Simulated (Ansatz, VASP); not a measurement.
## One calculation of TeMo18S35, two programs

```
CELL_PARAMETERS angstrom
9.50700 0.00000 0.00000
-4.75350 8.23330 0.00000
0.00000 0.00000 12.32400
ATOMIC_POSITIONS crystal
Mo 0.11111 0.22222 0.25000
Mo 0.11111 0.55556 0.25000
Mo 0.11111 0.88889 0.25000
Mo 0.44444 0.22222 0.25000
Mo 0.44444 0.55556 0.25000
Mo 0.44444 0.88889 0.25000
Mo 0.77778 0.22222 0.25000
Mo 0.77778 0.55556 0.25000
Mo 0.77778 0.88889 0.25000
Mo 0.22222 0.11111 0.75000
Mo 0.22222 0.44444 0.75000
Mo 0.22222 0.77778 0.75000
Mo 0.55556 0.11111 0.75000
Mo 0.55556 0.44444 0.75000
Mo 0.55556 0.77778 0.75000
Mo 0.88889 0.11111 0.75000
Mo 0.88889 0.44444 0.75000
Mo 0.88889 0.77778 0.75000
Te 0.11111 0.22222 0.62300
S 0.11111 0.55556 0.62300
S 0.11111 0.88889 0.62300
S 0.44444 0.22222 0.62300
S 0.44444 0.55556 0.62300
S 0.44444 0.88889 0.62300
S 0.77778 0.22222 0.62300
S 0.77778 0.55556 0.62300
S 0.77778 0.88889 0.62300
S 0.22222 0.11111 0.12300
S 0.22222 0.44444 0.12300
S 0.22222 0.77778 0.12300
S 0.55556 0.11111 0.12300
S 0.55556 0.44444 0.12300
S 0.55556 0.77778 0.12300
S 0.88889 0.11111 0.12300
S 0.88889 0.44444 0.12300
S 0.88889 0.77778 0.12300
S 0.11111 0.22222 0.87700
S 0.11111 0.55556 0.87700
S 0.11111 0.88889 0.87700
S 0.44444 0.22222 0.87700
S 0.44444 0.55556 0.87700
S 0.44444 0.88889 0.87700
S 0.77778 0.22222 0.87700
S 0.77778 0.55556 0.87700
S 0.77778 0.88889 0.87700
S 0.22222 0.11111 0.37700
S 0.22222 0.44444 0.37700
S 0.22222 0.77778 0.37700
S 0.55556 0.11111 0.37700
S 0.55556 0.44444 0.37700
S 0.55556 0.77778 0.37700
S 0.88889 0.11111 0.37700
S 0.88889 0.44444 0.37700
S 0.88889 0.77778 0.37700
```

Alike in both runs: task relaxation of the atoms; functional PBE; k mesh 3 × 3 × 2; occupations fermi-dirac, width 0.01 eV; no spin polarisation.

|  | VASP | Ansatz |
| --- | --- | --- |
| version | VASP 6.6.1 | Ansatz 0.2.0 |
| potentials or method | VASP PAW PBE potentials, release 64 (Mo_sv, Te, S) | plane-wave PAW, scalar-relativistic |
| plane-wave cutoff (eV) | 520 | 420 |
| valence electrons in the cell | 468 | 478 |

Ansatz gave:

| Item | Value |
| --- | --- |
| gap on the k mesh at the Fermi level, each at its own relaxed structure (eV) | 0.88 |

Q: What did VASP give for the same quantities?

A: gap on the k mesh at the Fermi level, each at its own relaxed structure (eV): 0.90.

VASP's potentials hold 468 valence electrons a cell and Ansatz's 478, so a difference there can come from the potentials and not from the codes. Ansatz's warnings: stress scf threshold loose.

Neither program's run includes spin-orbit coupling.
